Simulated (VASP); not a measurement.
Set up this calculation in VASP 6.6.1, as the native input.

* Task: single point
* Functional: LDA
* Potentials or basis: VASP PAW LDA potentials, release 64 (Al)
* Cutoff: 520 eV
* k mesh: 2 × 2 × 2
* Occupations: fermi-dirac, width 0.1 eV
* Spin: no spin polarisation
* Dipole correction: no
* Further INCAR settings: ALGO = Normal; EDIFF = 1e-06; NBANDS = 8

The structure of Al lies in POSCAR:

```
Al
1.0
    0.0000000000      1.9916090303      1.9916090303
    1.9916090303      0.0000000000      1.9916090303
    1.9916090303      1.9916090303      0.0000000000
Al
1
Direct
    0.0000000000      0.0000000000      0.0000000000
```

The input as run:

INCAR

```
  PREC = Accurate
  ENCUT = 520
  EDIFF = 1E-6
  ISMEAR = -1
  SIGMA = 0.1
  LREAL = False
  LASPH = True
  NELM = 100
  ALGO = Normal
  ISIF = 2
  LWAVE = False
  LCHARG = False
  GGA = CA
  NBANDS = 8
```

KPOINTS

```
Automatic mesh
0
Gamma
  2 2 2
```

Potentials or basis: VASP PAW LDA potentials, release 64 (Al).

Run with:

```bash
$ cat potpaw_LDA.64/Al/POTCAR > POTCAR
$ mpirun -np 1 vasp_std > vasp.out
```

It gave:

* Pressure: -4.9 GPa

Caveat: the k points lie up to 1.37 Å⁻¹ apart.

Wall time 1 s on 1 thread of Intel Xeon 6975P-C (shared host), peak memory 0.11 GiB.
